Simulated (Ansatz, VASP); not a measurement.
# Two plane-wave programs on LiH

```
Li H
1.0
     0.00000    2.03250    2.03250
     2.03250    0.00000    2.03250
     2.03250    2.03250    0.00000
Li H
1 1
Cartesian
  0.0000 0.0000 0.0000
  1.9748 1.9748 1.9748
```

Change from the starting cell: all H atoms moved -0.100 Å, as atom 2 along Cartesian [1 1 1].

Alike in both runs: task single point; functional LDA; k mesh 10 × 10 × 10; occupations gaussian, width 0.05 eV; no spin polarisation.

```csv
,VASP,Ansatz
version,VASP 6.6.1,Ansatz 0.2.0
potentials or method,"VASP PAW LDA potentials, release 64 (Li_sv, H), cutoff 520 eV","scalar-relativistic, plane waves, PAW"
valence electrons in the cell,4,4
```

|  | VASP | Ansatz | Ansatz less VASP |
| --- | --- | --- | --- |
| gap on the k mesh at the Fermi level (eV) | 2.71 | 2.71 | +0.008 |
| least direct gap on the mesh (eV) | 2.71 | 2.71 | +0.008 |
| rms of the force components (eV/Å) | 0.053 | 0.053 | 0.0000 |

LDA's correlation is that of Perdew and Zunger in VASP and of Perdew and Wang (1992) in Ansatz. Atom by atom the forces differ by 0.000 eV/Å (rms over components).

Noted on VASP's run: the cutoff is under 1.25 times that of the potentials, so the pressure is a little rough.
